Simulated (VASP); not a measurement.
Write the native input for VASP 6.6.1 that does the following.

* Task: single point
* Functional: PBE
* Potentials or basis: VASP PAW PBE potentials, release 64 (Zn, S)
* Cutoff: 520 eV
* k mesh: 7 × 7 × 3
* Occupations: gaussian, width 0.05 eV
* Spin: no spin polarisation
* Dipole correction: no
* Further INCAR settings: ALGO = Normal; EDIFF = 1e-06; NBANDS = 46

The structure of ZnS lies in POSCAR:

```
ZnS
1.0
   -2.7046500000     -2.7046500000      0.0000000000
    2.7046500000     -2.7046500000      0.0000000000
    0.0000000000      0.0000000000     12.3186000000
Zn S
4 4
Direct
    0.0000000000      0.0000000000      0.8233433588
    0.5000000000      0.5000000000      0.1646686718
    0.0000000000      0.0000000000      0.3842269008
    0.5000000000      0.5000000000      0.6037851298
    0.5000000000      0.0000000000      0.2744477863
    0.0000000000      0.5000000000      0.4940060153
    0.5000000000      0.0000000000      0.7135642443
    0.0000000000      0.5000000000      0.0548895573
```

This cell differs from its parent crystal: the distance across one plane changed.

The input as run:

INCAR

```
SYSTEM = ZnS
ALGO = Normal
EDIFF = 1E-6
ENCUT = 520
GGA = PE
ISIF = 2
ISMEAR = 0
LASPH = .TRUE.
LCHARG = .FALSE.
LREAL = .FALSE.
LWAVE = .FALSE.
NBANDS = 46
NELM = 60
PREC = Accurate
SIGMA = 0.05
```

KPOINTS

```
k-points
0
G
  7 7 3
  0 0 0
```

Potentials or basis: VASP PAW PBE potentials, release 64 (Zn, S).

The run is started by

```console
$ cat potpaw_PBE.64/Zn/POTCAR potpaw_PBE.64/S/POTCAR > POTCAR
$ mpirun -np 1 vasp_std > vasp.out
```

It gave:

The pressure is -0.7 GPa. The largest force is 1.257 eV/Å. The band gap on the k mesh is zero (bands 36 and 37 overlap by 0.17 eV).

Caveat: the cell differs from its parent crystal (the distance across one plane changed); semilocal functionals underestimate gaps, and a narrow one can read as zero; forces of over 1 eV/Å act on the atoms, so gaps and moduli don't describe the material at rest.

It took 6.9 min on 1 thread of AMD EPYC 7R13 (shared host), peak memory 0.35 GiB.
